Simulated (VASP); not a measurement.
# Li2O3 (Pn-3m) in VASP: further runs

Li2O3 is run at these levels: PBE; tasks: single point.

Everything below comes from runs of VASP 6.6.1. Logs are shortened: lines on timing, memory, paths and dates and some standing lists are left out, and cuts for length are marked.

### 1 The cell of the first run

Symmetry: Pn-3m, No. 224, cubic system. The conventional cell has a = 4.562 Å, b = 4.562 Å, c = 4.562 Å, α = 90.00°, β = 90.00°, γ = 90.00°. Within 2.6 Å of Li (site symmetry -3m) lie 6 O at 1.98 Å. O (site symmetry -42m) has 4 Li at 1.98 Å and 4 O at 2.28 Å within 2.6 Å.

### 2 Single point, PBE

INCAR

```
PREC = Accurate ; ENCUT = 520
EDIFF = 1E-7 ; ISMEAR = -1
SIGMA = 0.06122561905347299 ; LREAL = F
LASPH = T ; NELM = 80
ALGO = Normal ; ISIF = 2
LWAVE = F ; LCHARG = F
GGA = PE ; NBANDS = 35
```

KPOINTS

```
regular mesh
0
Gamma
  8 8 8
```

POSCAR

```
Li2O3
1.0
    4.5616226721      0.0000000000      0.0000000000
    0.0000000000      4.5616226721      0.0000000000
    0.0000000000      0.0000000000      4.5616226721
Li O
4 6
Direct
    0.2500000000      0.2500000000      0.2500000000
    0.7500000000      0.7500000000      0.2500000000
    0.7500000000      0.2500000000      0.7500000000
    0.2500000000      0.7500000000      0.7500000000
    0.5000000000      0.0000000000      0.0000000000
    0.0000000000      0.5000000000      0.0000000000
    0.0000000000      0.0000000000      0.5000000000
    0.5000000000      0.5000000000      0.0000000000
    0.5000000000      0.0000000000      0.5000000000
    0.0000000000      0.5000000000      0.5000000000
```

Potentials or basis: VASP PAW PBE potentials, release 64 (Li_sv, O).

Launch:

```sh
cat potpaw_PBE.64/Li_sv/POTCAR potpaw_PBE.64/O/POTCAR > POTCAR
mpirun -np 1 vasp_std > vasp.out
```

OUTCAR:

```text
PREC = Accurate
   ENCUT = 520
   EDIFF = 1E-7
   ISMEAR = -1
   LREAL = F
   LASPH = T
   NELM = 80
   ISIF = 2
   GGA = PE

 ion  position               nearest neighbor table
   1  0.250  0.250  0.250-   5 1.98   6 1.98   7 1.98   8 1.98   9 1.98  10 1.98
   2  0.750  0.750  0.250-   5 1.98   6 1.98   7 1.98   8 1.98   9 1.98  10 1.98
   3  0.750  0.250  0.750-   5 1.98   6 1.98   7 1.98   8 1.98   9 1.98  10 1.98
   4  0.250  0.750  0.750-   5 1.98   6 1.98   7 1.98   8 1.98   9 1.98  10 1.98
   5  0.500  0.000  0.000-   1 1.98   2 1.98   3 1.98   4 1.98
   6  0.000  0.500  0.000-   1 1.98   2 1.98   3 1.98   4 1.98
   7  0.000  0.000  0.500-   1 1.98   2 1.98   3 1.98   4 1.98
   8  0.500  0.500  0.000-   1 1.98   2 1.98   3 1.98   4 1.98
   9  0.500  0.000  0.500-   1 1.98   2 1.98   3 1.98   4 1.98
  10  0.000  0.500  0.500-   1 1.98   2 1.98   3 1.98   4 1.98

  LATTYP: Found a simple cubic cell.
 ALAT       =     4.5616226721

  Lattice vectors:

 A1 = (   4.5616226721,   0.0000000000,   0.0000000000)
 A2 = (   0.0000000000,   4.5616226721,   0.0000000000)
 A3 = (   0.0000000000,   0.0000000000,   4.5616226721)

Analysis of symmetry for initial positions (statically):
=====================================================================
 Subroutine PRICEL returns:
 Original cell was already a primitive cell.

 Routine SETGRP: Setting up the symmetry group for a
 simple cubic supercell.

 Subroutine GETGRP returns: Found 48 space group operations
 (whereof 24 operations were pure point group operations)
 out of a pool of 48 trial point group operations.

The static configuration has the point symmetry T_d .
 The point group associated with its full space group is O_h .

Analysis of symmetry for dynamics (positions and initial velocities):
=====================================================================
 Subroutine PRICEL returns:
 Original cell was already a primitive cell.

 Routine SETGRP: Setting up the symmetry group for a
 simple cubic supercell.

 Subroutine GETGRP returns: Found 48 space group operations
 (whereof 24 operations were pure point group operations)
 out of a pool of 48 trial point group operations.

The dynamic configuration has the point symmetry T_d .
 The point group associated with its full space group is O_h .

 Subroutine INISYM returns: Found 48 space group operations
 (whereof 24 operations are pure point group operations),
 and found     1 'primitive' translations

----------------------------------------------------------------------------------------

                                     Primitive cell

  volume of cell :      94.9201

  direct lattice vectors                    reciprocal lattice vectors
     4.561622672  0.000000000  0.000000000     0.219220236  0.000000000  0.000000000
     0.000000000  4.561622672  0.000000000     0.000000000  0.219220236  0.000000000
     0.000000000  0.000000000  4.561622672     0.000000000  0.000000000  0.219220236

  length of vectors
     4.561622672  4.561622672  4.561622672     0.219220236  0.219220236  0.219220236

  position of ions in fractional coordinates (direct lattice)
     0.250000000  0.250000000  0.250000000
     0.750000000  0.750000000  0.250000000
     0.750000000  0.250000000  0.750000000
     0.250000000  0.750000000  0.750000000
     0.500000000  0.000000000  0.000000000
     0.000000000  0.500000000  0.000000000
     0.000000000  0.000000000  0.500000000
     0.500000000  0.500000000  0.000000000
     0.500000000  0.000000000  0.500000000
     0.000000000  0.500000000  0.500000000

  ion indices of the primitive-cell ions
   primitive index   ion index
                 1           1
                 2           2
                 3           3
                 4           4
                 5           5
                 6           6
                 7           7
                 8           8
                 9           9
                10          10

----------------------------------------------------------------------------------------

 KPOINTS: regular mesh

Automatic generation of k-mesh.
 Grid dimensions read from file:
 generate k-points for:    8    8    8

 Generating k-lattice:

  Cartesian coordinates                     Fractional coordinates (reciprocal lattice)
     0.027402530  0.000000000  0.000000000     0.125000000  0.000000000  0.000000000
     0.000000000  0.027402530  0.000000000     0.000000000  0.125000000  0.000000000
     0.000000000  0.000000000  0.027402530     0.000000000  0.000000000  0.125000000

  Length of vectors
     0.027402530  0.027402530  0.027402530

  Shift w.r.t. Gamma in fractional coordinates (k-lattice)
     0.000000000  0.000000000  0.000000000

 Subroutine IBZKPT returns following result:
 ===========================================

 Found     35 irreducible k-points:

 Following reciprocal coordinates:
            Coordinates               Weight
  0.000000  0.000000  0.000000      1.000000
  0.125000  0.000000  0.000000      6.000000
  0.250000  0.000000  0.000000      6.000000
  0.375000  0.000000  0.000000      6.000000
  0.500000  0.000000  0.000000      3.000000
  0.125000  0.125000  0.000000     12.000000
[... 16 lines left out ...]
  0.375000  0.375000  0.125000     24.000000
  0.500000  0.375000  0.125000     24.000000
 [... further k-points ...]
   k-points           NKPTS =     35   k-points in BZ     NKDIM =     35   number of bands    NBANDS=     35
   number of dos      NEDOS =    301   number of ions     NIONS =     10
   total plane-waves  NPLWV =  46656
   dimension x,y,z NGX =    36 NGY =   36 NGZ =   36
   dimension x,y,z NGXF=    72 NGYF=   72 NGZF=   72
   ions per type =               4   6
   NGX,Y,Z   is equivalent  to a cutoff of  13.12, 13.12, 13.12 a.u.
   NGXF,Y,Z  is equivalent  to a cutoff of  26.24, 26.24, 26.24 a.u.
 SYSTEM =  unknown system
   PREC   = accura    normal or accurate (medium, high low for compatibility)
   ISTART =      0    job   : 0-new  1-cont  2-samecut
   ICHARG =      2    charge: 1-file 2-atom 10-const
   ISPIN  =      1    spin polarized calculation?
   LNONCOLLINEAR =      F non collinear calculations
   LSORBIT =      F    spin-orbit coupling
   LASPH  =      T    aspherical Exc in radial PAW
   ENCUT  =  520.0 eV  38.22 Ry    6.18 a.u.   8.48  8.48  8.48*2*pi/ulx,y,z
   NELM   =     80;   NELMIN=  2; NELMDL= -5     # of ELM steps
   EDIFF  = 0.1E-06   stopping-criterion for ELM
   LREAL  =      F    real-space projection
   EDIFFG = 0.1E-05   stopping-criterion for IOM
   NSW    =      0    number of steps for IOM
   IBRION =     -1    ionic relax: 0-MD 1-quasi-New 2-CG
   NFREE  =      0    steps in history (QN), initial steepest desc. (CG)
   ISIF   =      2    stress and relaxation
   ISYM   =      2    0-nonsym 1-usesym 2-fastsym
   POTIM  = 0.5000    time-step for ionic-motion
   TEBEG  =    0.0;   TEEND  =   0.0 temperature during run
   PSTRESS=    0.0 pullay stress
   NELECT =      48.0000    total number of electrons
   NUPDOWN=      -1.0000    fix difference up-down
   EMIN   =  10.00;   EMAX   =-10.00  energy-range for DOS
   EFERMI =   0.00;   METHOD = LEGACY
   ISMEAR =    -1;   SIGMA  =   0.06  broadening in eV -4-tet -1-fermi 0-gaus
   EFERMI_NEDOS =   21; number of points for ismear=-14 and -15
   IALGO  =     38    algorithm
   IMIX   =      4    mixing-type and parameters
     AMIX     =   0.40;   BMIX     =  1.00
     AMIX_MAG =   1.60;   BMIX_MAG =  1.00
  volume/ion in A,a.u.               =       9.49        64.06
  Fermi-wavevector in a.u.,A,eV,Ry     =   1.304275  2.464723 23.145329  1.701134
  Thomas-Fermi vector in A             =   2.435222
   LORBIT       =      0    0 simple, 1 ext, 2 COOP (PROOUT), +10 PAW based schemes
   GGA     = PE    functional components
   LHFCALC =     F    Hartree Fock is set to
   AEXX    =    0.0000 exact exchange contribution
   IVDW    =     0    specifies the selected vdW correction
   LEPSILON=     F    determine dielectric tensor
   LRPA    =     F    only Hartree local field effects (RPA)
 non-spin polarized calculation
  energy-cutoff  :      520.00
  volume of cell :       94.92
 maximum number of plane-waves:      2569
 NGX is ok and might be reduce to    36
   NGX = 17   NGY = 17   NGZ = 17

 number of electron      48.0000067 magnetization

 Free energy of the ion-electron system (eV)
  ---------------------------------------------------
  ext. energy  EPLUGINS =         0.00000000
  ---------------------------------------------------
  free energy    TOTEN  =       -42.46966553 eV

  energy without entropy =      -42.40942791  energy(sigma->0) =      -42.43954672

 E-fermi :  -0.2656     XC(G=0):  -9.6675

 val. band max:       -0.2688599984   @ k =   0.3750   0.1250   0.0000
 cond. band min:      -0.2647984065   @ k =   0.3750   0.0000   0.0000
 fundamental gap:      0.0040615920
 Fermi energy:        -0.2656495748

 k-point     1 :       0.0000    0.0000    0.0000
  band No.  band energies     occupation
      1     -42.1965      2.00000
      2     -42.1695      2.00000
      3     -42.1695      2.00000
      4     -42.1695      2.00000
      5     -17.9279      2.00000
      6     -17.0979      2.00000
[... 27 lines left out ...]
     34      14.9793      0.00000
     35      14.9793      0.00000

 k-point     2 :       0.1250    0.0000    0.0000
  band No.  band energies     occupation
      1     -42.1955      2.00000
      2     -42.1705      2.00000
      3     -42.1695      2.00000
      4     -42.1695      2.00000
      5     -17.8947      2.00000
      6     -17.1244      2.00000
[... 27 lines left out ...]
     34      15.0214      0.00000
     35      15.1810      0.00000
[... 796 lines left out ...]
     34      14.3388      0.00000
     35      14.4371      0.00000

 k-point    24 :       0.5000    0.3750    0.1250
  band No.  band energies     occupation
      1     -42.1791      2.00000
      2     -42.1786      2.00000
      3     -42.1742      2.00000
      4     -42.1729      2.00000
      5     -17.2008      2.00000
      6     -17.1997      2.00000
[... 27 lines left out ...]
     34      14.0418      0.00000
     35      14.5004      0.00000

 [... further k-points ...]

------------------------ aborting loop because EDIFF is reached ----------------------------------------

  FORCE on cell =-STRESS in cart. coord.  units (eV):
  Direction    XX          YY          ZZ          XY          YZ          ZX
  --------------------------------------------------------------------------------------
  -------------------------------------------------------------------------------------
  Total       -2.5266228     -2.5266228     -2.5266228      0.0000000      0.0000000      0.0000000
  in kB      -42.6474344    -42.6474344    -42.6474344      0.0000000      0.0000000      0.0000000
  external PRESSURE =     -42.6474344 kB  Pullay stress =       0.0000000 kB

 VOLUME and BASIS-vectors are now :
 -----------------------------------------------------------------------------
  energy-cutoff  :      520.00
  volume of cell :       94.92
      direct lattice vectors                 reciprocal lattice vectors
     4.561622672  0.000000000  0.000000000     0.219220236  0.000000000  0.000000000
     0.000000000  4.561622672  0.000000000     0.000000000  0.219220236  0.000000000
     0.000000000  0.000000000  4.561622672     0.000000000  0.000000000  0.219220236

 POSITION                                       TOTAL-FORCE (eV/Angst)
 -----------------------------------------------------------------------------------
      1.14041      1.14041      1.14041        -0.000000     -0.000000      0.000000
      3.42122      3.42122      1.14041         0.000000     -0.000000      0.000000
      3.42122      1.14041      3.42122        -0.000000     -0.000000     -0.000000
      1.14041      3.42122      3.42122        -0.000000      0.000000     -0.000000
      2.28081      0.00000      0.00000        -0.000000      0.000000     -0.000000
      0.00000      2.28081      0.00000         0.000000      0.000000      0.000000
      0.00000      0.00000      2.28081         0.000000     -0.000000     -0.000000
      2.28081      2.28081      0.00000         0.000000      0.000000      0.000000
      2.28081      0.00000      2.28081        -0.000000     -0.000000     -0.000000
      0.00000      2.28081      2.28081         0.000000     -0.000000     -0.000000
 -----------------------------------------------------------------------------------
    total drift:                               -0.000000      0.000000     -0.000000

  FREE ENERGIE OF THE ION-ELECTRON SYSTEM (eV)
  ---------------------------------------------------
  free  energy   TOTEN  =       -42.4696655258 eV

  energy  without entropy=      -42.4094279079  energy(sigma->0) =      -42.43954672
```

Wall time 53 s (1 thread of Intel Xeon 6975P-C (Granite Rapids), shared host); peak memory 0.23 GiB.

What came out:

```
Free energy            : -42.4697 eV
Band gap on the k mesh : zero (bands 24 and 25 overlap by 2.21 eV)
```

Caveat: the cutoff is under 1.25 times the usual one of these potentials, so pressure, stress and relaxed cells hold a basis-set (Pulay) error.

### 3 Single point, PBE

INCAR

```
SYSTEM = Li2O3
PREC = Accurate ; ENCUT = 520
EDIFF = 1E-6 ; ISMEAR = -1
SIGMA = 0.06122561905347299 ; LREAL = .False.
LASPH = .True. ; NELM = 100
ALGO = Normal ; ISIF = 2
LWAVE = .False. ; LCHARG = .False.
GGA = PE ; NBANDS = 35
```

KPOINTS

```
regular mesh
0
Gamma
  8 8 8
  0 0 0
```

POSCAR is that of step 2.

Potentials or basis: VASP PAW PBE potentials, release 64 (Li_sv, O).

Launch:

```sh
cat potpaw_PBE.64/Li_sv/POTCAR potpaw_PBE.64/O/POTCAR > POTCAR
mpirun -np 1 vasp_std > vasp.out
```

Wall time 46 s (1 thread of Intel Xeon 6975P-C (Granite Rapids), shared host); peak memory 0.23 GiB.

It converged, with:

```
Free energy            : -42.4697 eV
Band gap on the k mesh : zero (bands 24 and 25 overlap by 2.21 eV)
```

Levels at points of the mesh, in eV from the Fermi level:
```tsv
k point	band 21	band 22	band 23	band 24	band 25	band 26	band 27	band 28
(0.00, 0.00, 0.00)	-0.58	-0.58	1.44	1.44	1.44	1.51	1.51	1.51
(0.50, 0.00, 0.00)	-1.05	-1.05	-0.51	-0.51	1.46	1.46	1.47	1.47
(0.50, 0.50, 0.00)	-1.18	-1.18	-1.04	-1.04	-0.20	-0.20	1.45	1.45
(0.50, 0.50, 0.50)	-1.14	-1.07	-1.07	-1.07	-0.77	-0.77	-0.51	-0.51
```

Caveat: the cutoff is under 1.25 times the usual one of these potentials, so pressure, stress and relaxed cells hold a basis-set (Pulay) error.

### 4 Single point, PBE

This run uses another cell than the first one, of 8.42 Å³/atom.

INCAR

```
SYSTEM = Li2O3
  PREC = Accurate
  ENCUT = 520
  EDIFF = 1E-6
  ISMEAR = -1
  SIGMA = 0.06122561905347299
  LREAL = .FALSE.
  LASPH = .TRUE.
  NELM = 60
  ALGO = Normal
  ISIF = 2
  LWAVE = .FALSE.
  LCHARG = .FALSE.
  GGA = PE
  NBANDS = 35
```

KPOINTS

```
regular mesh
0
G
  12 12 12
  0 0 0
```

POSCAR: that of step 3 with these lines changed.

```diff
@@ -2,5 +2,5 @@
 1.0
-    4.5616226721      0.0000000000      0.0000000000
-    0.0000000000      4.5616226721      0.0000000000
-    0.0000000000      0.0000000000      4.5616226721
+    4.3825480658      0.0000000000      0.0000000000
+    0.0000000000      4.3825480658      0.0000000000
+    0.0000000000      0.0000000000      4.3825480658
 Li O
```

Launch:

```sh
cat potpaw_PBE.64/Li_sv/POTCAR potpaw_PBE.64/O/POTCAR > POTCAR
mpirun -np 1 vasp_std > vasp.out
```

Run time: 1.8 min. Hardware: 1 thread of Intel Xeon 6975P-C (Granite Rapids), shared host; peak memory 0.3 GiB.

It converged, with:

| Quantity | Value |
| --- | --- |
| Free energy | -42.3835 eV |
| Band gap on the k mesh | zero (bands 24 and 25 overlap by 2.64 eV) |

Levels at points of the mesh, in eV from the Fermi level:
```tsv
k point	band 22	band 23	band 24	band 25	band 26	band 27
(0.00, 0.00, 0.00)	-0.87	1.54	1.54	1.54	1.62	1.62
(0.50, 0.00, 0.00)	-1.42	-0.79	-0.79	1.56	1.56	1.57
(0.50, 0.50, 0.00)	-1.46	-1.32	-1.32	-0.42	-0.42	1.55
(0.50, 0.50, 0.50)	-1.34	-1.34	-1.34	-1.11	-1.11	-0.80
```

Caveat: the cutoff is under 1.25 times the usual one of these potentials, so pressure, stress and relaxed cells hold a basis-set (Pulay) error.

### 5 Single point, PBE

This run uses another cell than the first one, of 8.42 Å³/atom.

INCAR

```
PREC     = Accurate       # precision mode
ENCUT    = 520            # plane-wave cutoff, eV
EDIFF    = 1E-6           # SCF threshold, eV
ISMEAR   = -1             # smearing method
SIGMA    = 0.06122561905347299 # smearing width, eV
LREAL    = F              # projectors in reciprocal space
LASPH    = T              # aspherical terms in the spheres
NELM     = 80             # most SCF steps
ALGO     = Normal         # electronic algorithm
ISIF     = 2              # what is computed and relaxed
LWAVE    = F              # write WAVECAR
LCHARG   = F              # write CHGCAR
GGA      = PE             # functional
NBANDS   = 35             # bands
```

KPOINTS

```
regular mesh
0
Gamma
  12 12 12
```

POSCAR is that of step 4.

Launch:

```sh
cat potpaw_PBE.64/Li_sv/POTCAR potpaw_PBE.64/O/POTCAR > POTCAR
mpirun -np 1 vasp_std > vasp.out
```

Run time: 1.9 min. Hardware: 1 thread of Intel Xeon 6975P-C (Granite Rapids), shared host; peak memory 0.3 GiB.

Results (log left out):

```yaml
Free_energy: -42.3835 eV
Band_gap_on_the_k_mesh: zero (bands 24 and 25 overlap by 2.64 eV)
```

Levels at points of the mesh, in eV from the Fermi level:
```tsv
k point	band 21	band 22	band 23	band 24	band 25	band 26	band 27	band 28
(0.00, 0.00, 0.00)	-0.87	-0.87	1.54	1.54	1.54	1.62	1.62	1.62
(0.50, 0.00, 0.00)	-1.42	-1.42	-0.79	-0.79	1.56	1.56	1.57	1.57
(0.50, 0.50, 0.00)	-1.46	-1.46	-1.32	-1.32	-0.42	-0.42	1.55	1.55
(0.50, 0.50, 0.50)	-1.43	-1.34	-1.34	-1.34	-1.11	-1.11	-0.80	-0.80
```

Caveat: the cutoff is under 1.25 times the usual one of these potentials, so pressure, stress and relaxed cells hold a basis-set (Pulay) error.
